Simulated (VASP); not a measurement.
The system is V.

```xyz
2
Lattice="2.6043 0.0000 0.0000 -1.3021 2.2554 0.0000 0.0000 0.0000 4.7233" Properties=species:S:1:pos:R:3 pbc="T T T"
V     1.3021    0.7518    3.5425
V     0.0000    1.5036    1.1808
```

This isn't the form of V at room conditions, which is bcc.

| Property | Result |
| --- | --- |
| Program | VASP 6.6.1 |
| Task | relaxation of cell and atoms |
| Functional | PBEsol |
| Potentials or basis | VASP PAW PBE potentials, release 64 (V_sv) |
| Cutoff | 600 eV |
| k mesh | 18 × 18 × 10 |
| Occupations | gaussian, width 0.1 eV |
| Spin | no spin polarisation |

At the start: pressure -7.0 GPa; volume 13.87 Å³/atom.

Task: Where does the relaxation end?

Result: Over 12 steps the energy falls by 12.5 meV/atom and the volume is 13.32 Å³/atom (-4.0 %); space group P6_3/mmc (No. 194, to 0.1 Å) before and after.

Step by step:
| step | energy change (eV) | largest force (eV/Å) | pressure (GPa) | volume (Å³) |
| --- | --- | --- | --- | --- |
| 1 | 0.0000 | 0.0000 | -6.99 | 27.74 |
| 2 | 0.0127 | 0.0000 | 9.99 | 25.38 |
| 3 | -0.0249 | 0.0000 | -0.06 | 26.65 |
| 4 | -0.0249 | 0.0000 | 0.09 | 26.63 |
| 5 | -0.0251 | 0.0000 | 0.10 | 26.63 |
| 6 | -0.0251 | 0.0000 | 0.09 | 26.63 |
| 7 | -0.0251 | 0.0000 | 0.09 | 26.63 |
| 8 | -0.0251 | 0.0000 | 0.08 | 26.63 |
| 9 | -0.0251 | 0.0000 | 0.08 | 26.63 |
| 10 | -0.0251 | 0.0000 | 0.08 | 26.63 |
| 11 | -0.0251 | 0.0000 | -0.10 | 26.66 |
| 12 | -0.0251 | 0.0000 | 0.01 | 26.64 |

Final structure:
```cif
data_structure
_symmetry_space_group_name_H-M 'P 1'
_symmetry_Int_Tables_number 1
_cell_length_a 2.5740
_cell_length_b 2.5740
_cell_length_c 4.6435
_cell_angle_alpha 90.000
_cell_angle_beta 90.000
_cell_angle_gamma 120.000
_cell_volume 26.64
loop_
_atom_site_label
_atom_site_type_symbol
_atom_site_fract_x
_atom_site_fract_y
_atom_site_fract_z
_atom_site_occupancy
V1 V 0.66667 0.33333 0.75000 1
V2 V 0.33333 0.66667 0.25000 1
```

Caveat: the PAW data sets were made with another functional, which shifts forces and pressure a little.
